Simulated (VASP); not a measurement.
# GaP in VASP: a series of runs

Runs on GaP. Level: PBEsol. Tasks: single point.

Everything below comes from runs of VASP 6.6.1. Logs are shortened: lines on timing, memory, paths and dates and some standing lists are left out, and cuts for length are marked.

## Step 1: The cell of the first run

Symmetry: F-43m, No. 216, cubic system. Conventional cell: a = 5.439 Å, b = 5.439 Å, c = 5.439 Å, α = 90.00°, β = 90.00°, γ = 90.00°. Within 3.1 Å of Ga (site symmetry -43m) lie 4 P at 2.35 Å. Within 3.1 Å of P (site symmetry -43m) lie 4 Ga at 2.35 Å.

## Step 2: Single point, PBEsol, non-collinear spin, zero start, spin-orbit coupling

Contents of INCAR:

```
ALGO     = Normal         # electronic algorithm
EDIFF    = 1E-7           # SCF threshold, eV
ENCUT    = 520            # plane-wave cutoff, eV
GGA      = PS             # functional
GGA_COMPAT= F            
ISIF     = 2              # what is computed and relaxed
ISMEAR   = 0              # smearing method
LASPH    = T              # aspherical terms in the spheres
LCHARG   = F              # write CHGCAR
LORBIT   = 11             # projections on sites
LORBMOM  = T            
LREAL    = F              # projectors in reciprocal space
LSORBIT  = T              # spin-orbit coupling
LWAVE    = F              # write WAVECAR
MAGMOM   = 0 0 0 0 0 0    # initial moments
NBANDS   = 30             # bands
NELM     = 150            # most SCF steps
PREC     = Accurate       # precision mode
SIGMA    = 0.01           # smearing width, eV
```

Contents of KPOINTS:

```
k-points
0
Gamma
  8 8 8
```

Contents of POSCAR:

```
GaP
1.0
    2.7192641210      2.7192641210      0.0000000000
   -2.7192641210      2.7192641210      0.0000000000
    0.0000000000      2.7192641210      2.7192641210
Ga P
1 1
Direct
    0.0000000000      0.0000000000      0.0000000000
    0.7500000000      0.2500000000      0.5000000000
```

Potentials or basis: VASP PAW PBE potentials, release 64 (Ga_d, P).

Run with:

```
cat potpaw_PBE.64/Ga_d/POTCAR potpaw_PBE.64/P/POTCAR > POTCAR
mpirun -np 1 vasp_ncl > vasp.out
```

OUTCAR:

```text
EDIFF = 1E-7
   ENCUT = 520
   GGA = PS
   ISIF = 2
   ISMEAR = 0
   LASPH = T
   LORBIT = 11
   LREAL = F
   LSORBIT = T
   NELM = 150
   PREC = Accurate

 ion  position               nearest neighbor table
   1  0.000  0.000  0.000-   2 2.35   2 2.35   2 2.35   2 2.35
   2  0.750  0.250  0.500-   1 2.35   1 2.35   1 2.35   1 2.35

  LATTYP: Found a face centered cubic cell.
 ALAT       =     5.4385282420

  Lattice vectors:

 A1 = (   0.0000000000,   2.7192641210,   2.7192641210)
 A2 = (   2.7192641210,   0.0000000000,   2.7192641210)
 A3 = (   2.7192641210,   2.7192641210,   0.0000000000)

Analysis of symmetry for initial positions (statically):
=====================================================================
 Subroutine PRICEL returns:
 Original cell was already a primitive cell.

 Routine SETGRP: Setting up the symmetry group for a
 face centered cubic supercell.

 Subroutine GETGRP returns: Found 24 space group operations
 (whereof 24 operations were pure point group operations)
 out of a pool of 48 trial point group operations.

The static configuration has the point symmetry T_d .

Analysis of symmetry for dynamics (positions and initial velocities):
=====================================================================
 Subroutine PRICEL returns:
 Original cell was already a primitive cell.

 Routine SETGRP: Setting up the symmetry group for a
 face centered cubic supercell.

 Subroutine GETGRP returns: Found 24 space group operations
 (whereof 24 operations were pure point group operations)
 out of a pool of 48 trial point group operations.

The dynamic configuration has the point symmetry T_d .

Analysis of structural, dynamic, and magnetic symmetry:
=====================================================================
 Subroutine PRICEL returns:
 Original cell was already a primitive cell.

 Routine SETGRP: Setting up the symmetry group for a
 face centered cubic supercell.

 Subroutine GETGRP returns: Found 24 space group operations
 (whereof 24 operations were pure point group operations)
 out of a pool of 48 trial point group operations.

The overall configuration has the point symmetry T_d .

 Subroutine INISYM returns: Found 24 space group operations
 (whereof 24 operations are pure point group operations),
 and found     1 'primitive' translations

----------------------------------------------------------------------------------------

                                     Primitive cell

  volume of cell :      40.2146

  direct lattice vectors                    reciprocal lattice vectors
     2.719264121  2.719264121  0.000000000     0.183873275  0.183873275 -0.183873275
    -2.719264121  2.719264121  0.000000000    -0.183873275  0.183873275 -0.183873275
     0.000000000  2.719264121  2.719264121     0.000000000  0.000000000  0.367746550

  length of vectors
     3.845620200  3.845620200  3.845620200     0.318477855  0.318477855  0.367746550

  position of ions in fractional coordinates (direct lattice)
     0.000000000  0.000000000  0.000000000
     0.750000000  0.250000000  0.500000000

  ion indices of the primitive-cell ions
   primitive index   ion index
                 1           1
                 2           2

----------------------------------------------------------------------------------------

 KPOINTS: k-points

Automatic generation of k-mesh.
 Grid dimensions read from file:
 generate k-points for:    8    8    8

 Generating k-lattice:

  Cartesian coordinates                     Fractional coordinates (reciprocal lattice)
     0.022984159  0.022984159 -0.022984159     0.125000000  0.000000000  0.000000000
    -0.022984159  0.022984159 -0.022984159     0.000000000  0.125000000  0.000000000
[... 90 lines left out ...]
  energy-cutoff  :      520.00
  volume of cell :       40.21
 maximum number of plane-waves:      2212
 NGX is ok and might be reduce to    30
   NGX = 15   NGY = 15   NGZ = 15

 number of electron      17.9999987 magnetization      -0.0000000     -0.0000000      0.0000000

 number of electron      17.9999987 magnetization       0.0000000      0.0000000     -0.0000000

 number of electron      17.9999987 magnetization       0.0000000      0.0000000      0.0000000

 number of electron      17.9999987 magnetization      -0.0000000     -0.0000000     -0.0000000

 Free energy of the ion-electron system (eV)
  ---------------------------------------------------
  ext. energy  EPLUGINS =         0.00000000
  ---------------------------------------------------
  free energy    TOTEN  =        -9.92742192 eV

  energy without entropy =       -9.92742192  energy(sigma->0) =       -9.92742192

 E-fermi :   4.7374     XC(G=0): -10.0511

 val. band max:        4.6632266355   @ k =   0.0000   0.0000   0.0000
 cond. band min:       6.1389930671   @ k =   0.5000   0.5000   0.0000
 fundamental gap:      1.4757664316
 Fermi energy:         4.7373699662

 k-point     1 :       0.0000    0.0000    0.0000
  band No.  band energies     occupation
      1     -10.1514      1.00000
      2     -10.1514      1.00000
      3     -10.1514      1.00000
      4     -10.1514      1.00000
      5      -9.7354      1.00000
      6      -9.7354      1.00000
[... 781 lines left out ...]
     29      16.4169      0.00000
     30      16.4217      0.00000

 [... further k-points ...]
[... 5 lines left out ...]
  --------------------------------------------------------------------------------------
  -------------------------------------------------------------------------------------
  Total       -0.0502181     -0.0502181     -0.0502181      0.0000000     -0.0000000      0.0000000
  in kB       -2.0007227     -2.0007227     -2.0007227      0.0000000     -0.0000000      0.0000000
  external PRESSURE =      -2.0007227 kB  Pullay stress =       0.0000000 kB

 VOLUME and BASIS-vectors are now :
 -----------------------------------------------------------------------------
  energy-cutoff  :      520.00
  volume of cell :       40.21
      direct lattice vectors                 reciprocal lattice vectors
     2.719264121  2.719264121  0.000000000     0.183873275  0.183873275 -0.183873275
    -2.719264121  2.719264121  0.000000000    -0.183873275  0.183873275 -0.183873275
     0.000000000  2.719264121  2.719264121     0.000000000  0.000000000  0.367746550

 POSITION                                       TOTAL-FORCE (eV/Angst)
 -----------------------------------------------------------------------------------
      0.00000      0.00000      0.00000         0.000000     -0.000000     -0.000000
      1.35963      4.07890      1.35963         0.000000      0.000000      0.000000
 -----------------------------------------------------------------------------------
    total drift:                               -0.000000      0.000000      0.000000

  FREE ENERGIE OF THE ION-ELECTRON SYSTEM (eV)
  ---------------------------------------------------
  free  energy   TOTEN  =        -9.9274219160 eV

  energy  without entropy=       -9.9274219160  energy(sigma->0) =       -9.92742192

 orbital moment (x)

 # of ion     p       d       tot
 ----------------------------------------
  1         0.000  -0.000   0.000
  2        -0.000   0.000  -0.000
 ----------------------------------------
           -0.000  -0.000  -0.000

 orbital moment (y)

 # of ion     p       d       tot
 ----------------------------------------
  1         0.000  -0.000   0.000
  2        -0.000   0.000  -0.000
 ----------------------------------------
            0.000  -0.000   0.000

 orbital moment (z)

 # of ion     p       d       tot
 ----------------------------------------
  1         0.000  -0.000  -0.000
  2         0.000   0.000   0.000
 ----------------------------------------
            0.000  -0.000  -0.000

 Spin-Orbit-Coupling matrix elements

 Ion:    1  E_soc:     -0.0118432
 l=   1
     0.0000000    -0.0011144    -0.0011144
    -0.0011144     0.0000000    -0.0011144
    -0.0011144    -0.0011144     0.0000000
 l=   2
     0.0000000    -0.0001751     0.0000000    -0.0001751    -0.0006844
    -0.0001751     0.0000000    -0.0005133    -0.0001751    -0.0001711
     0.0000000    -0.0005133     0.0000000    -0.0005133     0.0000000
    -0.0001751    -0.0001751    -0.0005133     0.0000000    -0.0001711
    -0.0006844    -0.0001711     0.0000000    -0.0001711     0.0000000
 l=   3
     0.0000000     0.0000000     0.0000000     0.0000000     0.0000000     0.0000000     0.0000000
     0.0000000     0.0000000     0.0000000     0.0000000     0.0000000     0.0000000     0.0000000
     0.0000000     0.0000000     0.0000000     0.0000000     0.0000000     0.0000000     0.0000000
     0.0000000     0.0000000     0.0000000     0.0000000     0.0000000     0.0000000     0.0000000
     0.0000000     0.0000000     0.0000000     0.0000000     0.0000000     0.0000000     0.0000000
     0.0000000     0.0000000     0.0000000     0.0000000     0.0000000     0.0000000     0.0000000
     0.0000000     0.0000000     0.0000000     0.0000000     0.0000000     0.0000000     0.0000000

 Ion:    2  E_soc:     -0.0008905
 l=   1
     0.0000000    -0.0001484    -0.0001484
    -0.0001484     0.0000000    -0.0001484
    -0.0001484    -0.0001484     0.0000000
 l=   2
     0.0000000     0.0000000     0.0000000     0.0000000     0.0000000
     0.0000000     0.0000000     0.0000000     0.0000000     0.0000000
     0.0000000     0.0000000     0.0000000     0.0000000     0.0000000
     0.0000000     0.0000000     0.0000000     0.0000000     0.0000000
     0.0000000     0.0000000     0.0000000     0.0000000     0.0000000
 l=   3
     0.0000000     0.0000000     0.0000000     0.0000000     0.0000000     0.0000000     0.0000000
     0.0000000     0.0000000     0.0000000     0.0000000     0.0000000     0.0000000     0.0000000
     0.0000000     0.0000000     0.0000000     0.0000000     0.0000000     0.0000000     0.0000000
     0.0000000     0.0000000     0.0000000     0.0000000     0.0000000     0.0000000     0.0000000
     0.0000000     0.0000000     0.0000000     0.0000000     0.0000000     0.0000000     0.0000000
     0.0000000     0.0000000     0.0000000     0.0000000     0.0000000     0.0000000     0.0000000
     0.0000000     0.0000000     0.0000000     0.0000000     0.0000000     0.0000000     0.0000000

 total charge

# of ion       s       p       d       tot
------------------------------------------
    1        0.865   0.861  10.013  11.739
    2        1.017   1.512   0.000   2.529
--------------------------------------------------
tot          1.882   2.373  10.013  14.268

 magnetization (x)

# of ion       s       p       d       tot
------------------------------------------
    1        0.000   0.000  -0.000   0.000
    2       -0.000  -0.000   0.000  -0.000
--------------------------------------------------
tot          0.000   0.000  -0.000   0.000

 magnetization (y)

# of ion       s       p       d       tot
------------------------------------------
    1        0.000   0.000  -0.000   0.000
    2        0.000  -0.000   0.000   0.000
--------------------------------------------------
tot          0.000   0.000  -0.000   0.000

 magnetization (z)

# of ion       s       p       d       tot
------------------------------------------
    1       -0.000   0.000   0.000  -0.000
    2        0.000   0.000   0.000   0.000
--------------------------------------------------
tot          0.000   0.000   0.000   0.000
```

Wall time 72 s (1 thread of Intel Xeon 6975P-C (Granite Rapids), shared host); peak memory 0.31 GiB.

Results:

```
Free energy                                           : -9.9274 eV
Pressure                                              : -0.2 GPa
Net moment                                            : 0.00 μB per cell
Valence electrons inside the program's atomic spheres : Ga 11.74; P 2.53
```

Moments on the atoms (μB; x, y, z):
```
Ga  0.00 0.00 0.00
P   0.00 0.00 0.00
```

Caveat: the PAW data sets were made with another functional, which shifts forces and pressure a little.

## Step 3: Single point, PBEsol, non-collinear spin, zero start, spin-orbit coupling (film at in-plane strain -0.02)

Contents of INCAR:

```
PREC = Accurate ; ENCUT = 520
EDIFF = 1E-6 ; ISMEAR = 0
SIGMA = 0.01 ; LREAL = F
LASPH = T ; NELM = 150
ALGO = Normal ; ISIF = 2
LWAVE = F ; LCHARG = T
MAGMOM = 0 0 0 0 0 0 ; LORBIT = 11
LSORBIT = T ; GGA_COMPAT = F
LORBMOM = T ; GGA = PS
LVHAR = T ; NBANDS = 30
```

Contents of KPOINTS:

```
Automatic mesh
0
Gamma
  8 8 8
```

Contents of POSCAR:

```
GaP
1.0
    2.6648788386      2.6648788386      0.0000000000
   -2.6648788386      2.6648788386      0.0000000000
    0.0000000000      2.6648788386      2.7671396900
Ga P
1 1
Direct
    0.0000000000      0.0000000000      0.0000000000
    0.7500000000      0.2500000000      0.5000000000
```

Potentials or basis: VASP PAW PBE potentials, release 64 (Ga_d, P).

Run with:

```
cat potpaw_PBE.64/Ga_d/POTCAR potpaw_PBE.64/P/POTCAR > POTCAR
mpirun -np 1 vasp_ncl > vasp.out
```

OUTCAR:

```text
PREC = Accurate
   ENCUT = 520
   EDIFF = 1E-6
   ISMEAR = 0
   LREAL = F
   LASPH = T
   NELM = 150
   ISIF = 2
   LORBIT = 11
   LSORBIT = T
   GGA = PS

 ion  position               nearest neighbor table
   1  0.000  0.000  0.000-   2 2.34   2 2.34   2 2.34   2 2.34
   2  0.750  0.250  0.500-   1 2.34   1 2.34   1 2.34   1 2.34

  LATTYP: Found a body centered tetragonal cell.
 ALAT       =     3.7687077956
 C/A-ratio  =     1.4684819519

  Lattice vectors:

 A1 = (   2.6648788386,   0.0000000000,  -2.7671396900)
 A2 = (  -2.6648788386,   0.0000000000,  -2.7671396900)
[... 1085 lines left out ...]
     0.0000000     0.0000000     0.0000000     0.0000000     0.0000000
 l=   3
     0.0000000     0.0000000     0.0000000     0.0000000     0.0000000     0.0000000     0.0000000
     0.0000000     0.0000000     0.0000000     0.0000000     0.0000000     0.0000000     0.0000000
     0.0000000     0.0000000     0.0000000     0.0000000     0.0000000     0.0000000     0.0000000
     0.0000000     0.0000000     0.0000000     0.0000000     0.0000000     0.0000000     0.0000000
     0.0000000     0.0000000     0.0000000     0.0000000     0.0000000     0.0000000     0.0000000
     0.0000000     0.0000000     0.0000000     0.0000000     0.0000000     0.0000000     0.0000000
     0.0000000     0.0000000     0.0000000     0.0000000     0.0000000     0.0000000     0.0000000

 total charge

# of ion       s       p       d       tot
------------------------------------------
    1        0.867   0.885  10.018  11.770
    2        1.016   1.526   0.000   2.542
--------------------------------------------------
tot          1.883   2.411  10.018  14.312

 magnetization (x)

# of ion       s       p       d       tot
------------------------------------------
    1        0.000  -0.000   0.000  -0.000
    2        0.000   0.000   0.000   0.000
--------------------------------------------------
tot          0.000  -0.000   0.000  -0.000

 magnetization (y)

# of ion       s       p       d       tot
------------------------------------------
    1        0.000   0.000   0.000   0.000
    2        0.000   0.000   0.000   0.000
--------------------------------------------------
tot          0.000   0.000   0.000   0.000

 magnetization (z)

# of ion       s       p       d       tot
------------------------------------------
    1       -0.000   0.000   0.000  -0.000
    2        0.000   0.000   0.000   0.000
--------------------------------------------------
tot          0.000   0.000   0.000   0.000
```

stdout:

```text
POSCAR found type information on POSCAR GaP
 POSCAR found :  2 types and       2 ions
 scaLAPACK will be used
 -----------------------------------------------------------------------------
|                                                                             |
|                                                                             |
|     You enforced a specific xc type in the INCAR file but a different       |
|     I HOPE YOU KNOW WHAT YOU ARE DOING!                                     |
|                                                                             |
 -----------------------------------------------------------------------------

 LDA part: xc-table for (Slater+PW92), standard interpolation
 POSCAR, INCAR and KPOINTS ok, starting setup
 FFT: planning ... GRIDC
 FFT: planning ... GRID_SOFT
 FFT: planning ... GRID
 WAVECAR not read
 entering main loop
```

It took 1.9 min on 1 thread of Intel Xeon 6975P-C (Granite Rapids), shared host; peak memory 0.34 GiB.

What came out:

- Free energy: -9.9130 eV
- Pressure: 1.8 GPa
- Net moment: 0.00 μB per cell
- Valence electrons inside the program's atomic spheres: Ga 11.77; P 2.54

Moments on the atoms (μB; x, y, z):
```
Ga  0.00 0.00 0.00
P   0.00 0.00 0.00
```

Caveat: the cell differs from its parent crystal (film at in-plane strain -0.02); the PAW data sets were made with another functional, which shifts forces and pressure a little.

(Part 1 of 2 ends here.)
